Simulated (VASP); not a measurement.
Runs of VASP 6.6.1 on NiO. The structure is that of space group Fm-3m (No. 225), or close to it. The cells are those of the table. 

```tsv
cell	k mesh	gap on the mesh (eV)	pressure (GPa)	moment (μB)
a = 2.950 Å, angles 60.0°, 2 atoms	10 × 10 × 10	2.35	11.5	2.00
a = 3.018 Å, angles 60.0°, 2 atoms	10 × 10 × 10	2.00	-2.2	2.00
a = 3.041 Å, angles 60.0°, 2 atoms	10 × 10 × 10	1.89	(a)	2.00
a = 2.950 Å, angles 60.0°, 2 atoms	6 × 6 × 6	2.35	11.5	2.00
```

Alike in all rows: task single point; level PBE+U; potentials or basis VASP PAW PBE potentials, release 64 (Ni_sv_GW, O); spin collinear, ferromagnetic start; Ni d U = 6.2 eV; cutoff (eV) 700; smearing gaussian 0.05 eV.

Estimate the missing entries.

(a) -6.1.

Caveats: some runs use coarse meshes; a cell with one magnetic atom can't hold antiferromagnetic order, which such compounds often take; the cell stands under pressure (at least some runs); the cell stands under tension (at least some runs).

A k mesh can miss the band edges.
